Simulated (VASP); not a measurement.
# AlN (P6_3/mmc) in VASP: notebook, part 2 of 2

VASP 6.6.1. Earlier steps stand in the parts before.

**3. Single point, PBEsol**

This run uses another cell than the first one, of 9.61 Å³/atom, 1.018 times its volume.

File INCAR:

```
SYSTEM = AlN
PREC = Accurate
ENCUT = 520
EDIFF = 1E-6
ISMEAR = 0
SIGMA = 0.02
LREAL = .FALSE.
LASPH = .TRUE.
NELM = 100
ALGO = Normal
ISIF = 2
LWAVE = .FALSE.
LCHARG = .TRUE.
GGA = PS
LELF = .TRUE.
LVHAR = .TRUE.
NBANDS = 16
```

File KPOINTS:

```
Automatic mesh
0
G
  12 12 6
  0 0 0
```

File POSCAR:

```
AlN
1.0
    3.3121160000      0.0000000000      0.0000000000
   -1.6560580000      2.8683760000      0.0000000000
    0.0000000000      0.0000000000      4.0479775667
Al N
2 2
Direct
    0.3333333333      0.6666666667      0.7500000000
    0.6666666667      0.3333333333      0.2500000000
    0.3333333333      0.6666666667      0.2500000000
    0.6666666667      0.3333333333      0.7500000000
```

Potentials or basis: VASP PAW PBE potentials, release 64 (Al, N).

The run is started by

```bash
> cat potpaw_PBE.64/Al/POTCAR potpaw_PBE.64/N/POTCAR > POTCAR
> mpirun -np 1 vasp_std > vasp.out
```

OUTCAR:

```text
SYSTEM = AlN
   PREC = Accurate
   ENCUT = 520
   EDIFF = 1E-6
   ISMEAR = 0
   LREAL = .FALSE.
   LASPH = .TRUE.
   NELM = 100
   ISIF = 2
   GGA = PS

 ion  position               nearest neighbor table
   1  0.333  0.667  0.750-   4 1.91   4 1.91   4 1.91   3 2.02   3 2.02   2 2.78   2 2.78   2 2.78
                             2 2.78   2 2.78   2 2.78
   2  0.667  0.333  0.250-   3 1.91   3 1.91   3 1.91   4 2.02   4 2.02   1 2.78   1 2.78   1 2.78
                             1 2.78   1 2.78   1 2.78
   3  0.333  0.667  0.250-   2 1.91   2 1.91   2 1.91   1 2.02   1 2.02
   4  0.667  0.333  0.750-   1 1.91   1 1.91   1 1.91   2 2.02   2 2.02

  LATTYP: Found a hexagonal cell.
 ALAT       =     3.3121160000
 C/A-ratio  =     1.2221726433

  Lattice vectors:

 A1 = (   3.3121160000,   0.0000000000,   0.0000000000)
 A2 = (  -1.6560580000,   2.8683760000,   0.0000000000)
 A3 = (   0.0000000000,   0.0000000000,   4.0479775667)

Analysis of symmetry for initial positions (statically):
=====================================================================
 Subroutine PRICEL returns:
 Original cell was already a primitive cell.

 Routine SETGRP: Setting up the symmetry group for a
 hexagonal supercell.

 Subroutine GETGRP returns: Found 24 space group operations
 (whereof 12 operations were pure point group operations)
 out of a pool of 24 trial point group operations.

The static configuration has the point symmetry D_3d.
 The point group associated with its full space group is D_6h.

Analysis of symmetry for dynamics (positions and initial velocities):
=====================================================================
 Subroutine PRICEL returns:
 Original cell was already a primitive cell.

 Routine SETGRP: Setting up the symmetry group for a
 hexagonal supercell.

 Subroutine GETGRP returns: Found 24 space group operations
 (whereof 12 operations were pure point group operations)
 out of a pool of 24 trial point group operations.

The dynamic configuration has the point symmetry D_3d.
 The point group associated with its full space group is D_6h.

 Subroutine INISYM returns: Found 24 space group operations
 (whereof 12 operations are pure point group operations),
 and found     1 'primitive' translations

----------------------------------------------------------------------------------------

                                     Primitive cell

  volume of cell :      38.4574

  direct lattice vectors                    reciprocal lattice vectors
     3.312116000  0.000000000  0.000000000     0.301921793  0.174314664  0.000000000
    -1.656058000  2.868376000  0.000000000     0.000000000  0.348629329  0.000000000
     0.000000000  0.000000000  4.047977567     0.000000000  0.000000000  0.247036942

  length of vectors
     3.312116000  3.312115484  4.047977567     0.348629275  0.348629329  0.247036942

  position of ions in fractional coordinates (direct lattice)
     0.333333333  0.666666667  0.750000000
     0.666666667  0.333333333  0.250000000
     0.333333333  0.666666667  0.250000000
     0.666666667  0.333333333  0.750000000

  ion indices of the primitive-cell ions
   primitive index   ion index
                 1           1
                 2           2
                 3           3
                 4           4

[... 21 lines left out ...]
 Subroutine IBZKPT returns following result:
 ===========================================

 Found     76 irreducible k-points:

 Following reciprocal coordinates:
            Coordinates               Weight
  0.000000  0.000000  0.000000      1.000000
  0.083333  0.000000  0.000000      6.000000
  0.166667 -0.000000  0.000000      6.000000
  0.250000 -0.000000  0.000000      6.000000
  0.333333 -0.000000  0.000000      6.000000
  0.416667 -0.000000  0.000000      6.000000
[... 16 lines left out ...]
  0.250000 -0.000000  0.166667     12.000000
  0.333333 -0.000000  0.166667     12.000000
 [... further k-points ...]
   k-points           NKPTS =     76   k-points in BZ     NKDIM =     76   number of bands    NBANDS=     16
   number of dos      NEDOS =    301   number of ions     NIONS =      4
   total plane-waves  NPLWV =  23520
   dimension x,y,z NGX =    28 NGY =   28 NGZ =   30
   dimension x,y,z NGXF=    56 NGYF=   56 NGZF=   60
   ions per type =               2   2
   NGX,Y,Z   is equivalent  to a cutoff of  14.05, 14.05, 12.32 a.u.
   NGXF,Y,Z  is equivalent  to a cutoff of  28.11, 28.11, 24.64 a.u.
 SYSTEM =  AlN
   PREC   = accura    normal or accurate (medium, high low for compatibility)
   ISTART =      0    job   : 0-new  1-cont  2-samecut
   ICHARG =      2    charge: 1-file 2-atom 10-const
   ISPIN  =      1    spin polarized calculation?
   LNONCOLLINEAR =      F non collinear calculations
   LSORBIT =      F    spin-orbit coupling
   LASPH  =      T    aspherical Exc in radial PAW
   ENCUT  =  520.0 eV  38.22 Ry    6.18 a.u.   6.16  6.16  7.53*2*pi/ulx,y,z
   NELM   =    100;   NELMIN=  2; NELMDL= -5     # of ELM steps
   EDIFF  = 0.1E-05   stopping-criterion for ELM
   LREAL  =      F    real-space projection
   EDIFFG = 0.1E-04   stopping-criterion for IOM
   NSW    =      0    number of steps for IOM
   IBRION =     -1    ionic relax: 0-MD 1-quasi-New 2-CG
   NFREE  =      0    steps in history (QN), initial steepest desc. (CG)
   ISIF   =      2    stress and relaxation
   ISYM   =      2    0-nonsym 1-usesym 2-fastsym
   POTIM  = 0.5000    time-step for ionic-motion
   TEBEG  =    0.0;   TEEND  =   0.0 temperature during run
   PSTRESS=    0.0 pullay stress
   NELECT =      16.0000    total number of electrons
   NUPDOWN=      -1.0000    fix difference up-down
   EMIN   =  10.00;   EMAX   =-10.00  energy-range for DOS
   EFERMI =   0.00;   METHOD = LEGACY
   ISMEAR =     0;   SIGMA  =   0.02  broadening in eV -4-tet -1-fermi 0-gaus
   EFERMI_NEDOS =   21; number of points for ismear=-14 and -15
   IALGO  =     38    algorithm
   IMIX   =      4    mixing-type and parameters
     AMIX     =   0.40;   BMIX     =  1.00
     AMIX_MAG =   1.60;   BMIX_MAG =  1.00
  volume/ion in A,a.u.               =       9.61        64.88
  Fermi-wavevector in a.u.,A,eV,Ry     =   1.222142  2.309513 20.322077  1.493630
  Thomas-Fermi vector in A             =   2.357299
   LORBIT       =      0    0 simple, 1 ext, 2 COOP (PROOUT), +10 PAW based schemes
   GGA     = PS    functional components
   LHFCALC =     F    Hartree Fock is set to
   AEXX    =    0.0000 exact exchange contribution
   IVDW    =     0    specifies the selected vdW correction
   LEPSILON=     F    determine dielectric tensor
   LRPA    =     F    only Hartree local field effects (RPA)
 non-spin polarized calculation
 Gauss-broadening in eV      SIGMA  =   0.02
  energy-cutoff  :      520.00
  volume of cell :       38.46
 maximum number of plane-waves:      1060
 NGX is ok and might be reduce to    28
   NGX = 13   NGY = 13   NGZ = 15

 number of electron      16.0000000 magnetization

 Free energy of the ion-electron system (eV)
  ---------------------------------------------------
  ext. energy  EPLUGINS =         0.00000000
  ---------------------------------------------------
  free energy    TOTEN  =       -30.92865973 eV

  energy without entropy =      -30.92865973  energy(sigma->0) =      -30.92865973

 E-fermi :   8.2707     XC(G=0): -11.4981

 val. band max:        8.0945773670   @ k =   0.0000   0.0000   0.0000
 cond. band min:      11.6141489573   @ k =   0.0000   0.0000   0.0000
 fundamental gap:      3.5195715903
 Fermi energy:         8.2707474302

 k-point     1 :       0.0000    0.0000    0.0000
  band No.  band energies     occupation
      1      -8.8160      2.00000
      2      -4.7930      2.00000
      3       1.1776      2.00000
      4       4.7402      2.00000
      5       4.7402      2.00000
      6       6.6176      2.00000
[... 433 lines left out ...]
      3       1.4307      2.00000
      4       3.2700      2.00000
      5       3.8839      2.00000
      6       4.1518      2.00000
[... 8 lines left out ...]
     15      19.8608      0.00000
     16      21.4429      0.00000

 [... further k-points ...]
[... 5 lines left out ...]
  --------------------------------------------------------------------------------------
  -------------------------------------------------------------------------------------
  Total        0.3345078      0.3345077      1.6512924      0.0000000      0.0000000      0.0000000
  in kB       13.9359692     13.9359634     68.7946781      0.0000000      0.0000000      0.0000000
  external PRESSURE =      32.2222036 kB  Pullay stress =       0.0000000 kB

 VOLUME and BASIS-vectors are now :
 -----------------------------------------------------------------------------
  energy-cutoff  :      520.00
  volume of cell :       38.46
      direct lattice vectors                 reciprocal lattice vectors
     3.312116000  0.000000000  0.000000000     0.301921793  0.174314664  0.000000000
    -1.656058000  2.868376000  0.000000000     0.000000000  0.348629329  0.000000000
     0.000000000  0.000000000  4.047977567     0.000000000  0.000000000  0.247036942

 POSITION                                       TOTAL-FORCE (eV/Angst)
 -----------------------------------------------------------------------------------
     -0.00000      1.91225      3.03598         0.000000     -0.000000      0.000000
      1.65606      0.95613      1.01199         0.000000      0.000000      0.000000
     -0.00000      1.91225      1.01199         0.000000     -0.000000      0.000000
      1.65606      0.95613      3.03598        -0.000000      0.000000      0.000000
 -----------------------------------------------------------------------------------
    total drift:                               -0.000000      0.000000     -0.000000

  FREE ENERGIE OF THE ION-ELECTRON SYSTEM (eV)
  ---------------------------------------------------
  free  energy   TOTEN  =       -30.9286597316 eV

  energy  without entropy=      -30.9286597316  energy(sigma->0) =      -30.92865973
```

OSZICAR:

```text
N       E                     dE             d eps       ncg     rms          rms(c)
DAV:   1     0.389643257774E+02    0.38964E+02   -0.73884E+03  2432   0.906E+02
DAV:   2    -0.320496223043E+02   -0.71014E+02   -0.64876E+02  3560   0.186E+02
DAV:   3    -0.352394519900E+02   -0.31898E+01   -0.31785E+01  2960   0.409E+01
DAV:   4    -0.352583026365E+02   -0.18851E-01   -0.18849E-01  3000   0.351E+00
DAV:   5    -0.352585433790E+02   -0.24074E-03   -0.24074E-03  2888   0.401E-01    0.114E+01
DAV:   6    -0.310082993940E+02    0.42502E+01   -0.81477E+00  3128   0.214E+01    0.401E+00
DAV:   7    -0.309723923125E+02    0.35907E-01   -0.77708E-01  2752   0.582E+00    0.285E+00
DAV:   8    -0.309378406516E+02    0.34552E-01   -0.11458E-01  2688   0.268E+00    0.863E-01
DAV:   9    -0.309283502996E+02    0.94904E-02   -0.23227E-02  3128   0.118E+00    0.268E-01
DAV:  10    -0.309287604896E+02   -0.41019E-03   -0.25060E-03  2816   0.335E-01    0.174E-01
DAV:  11    -0.309286632709E+02    0.97219E-04   -0.13088E-04  2992   0.884E-02    0.439E-02
DAV:  12    -0.309286601972E+02    0.30738E-05   -0.92542E-06  2856   0.230E-02    0.713E-03
DAV:  13    -0.309286597316E+02    0.46552E-06   -0.23573E-06  2848   0.113E-02
   1 F= -.30928660E+02 E0= -.30928660E+02  d E =-.262513E-38
```

stdout:

```text
POSCAR found type information on POSCAR AlN
 POSCAR found :  2 types and       4 ions
 scaLAPACK will be used
 -----------------------------------------------------------------------------
|                                                                             |
|                                                                             |
|     You enforced a specific xc type in the INCAR file but a different       |
|     I HOPE YOU KNOW WHAT YOU ARE DOING!                                     |
|                                                                             |
 -----------------------------------------------------------------------------

 LDA part: xc-table for (Slater+PW92), standard interpolation
 POSCAR, INCAR and KPOINTS ok, starting setup
 FFT: planning ... GRIDC
 FFT: planning ... GRID_SOFT
 FFT: planning ... GRID
 WAVECAR not read
 entering main loop
```

Run time: 54 s. Hardware: 1 thread of Intel Xeon Platinum 8375C at 2.90GHz (Ice Lake), shared host; peak memory 0.17 GiB.

Results:

| Property | Result |
| --- | --- |
| Free energy | -30.9287 eV |
| Pressure | 3.2 GPa |
| Band gap on the k mesh | 3.52 eV, direct |

Caveat: the PAW data sets were made with another functional, which shifts forces and pressure a little.
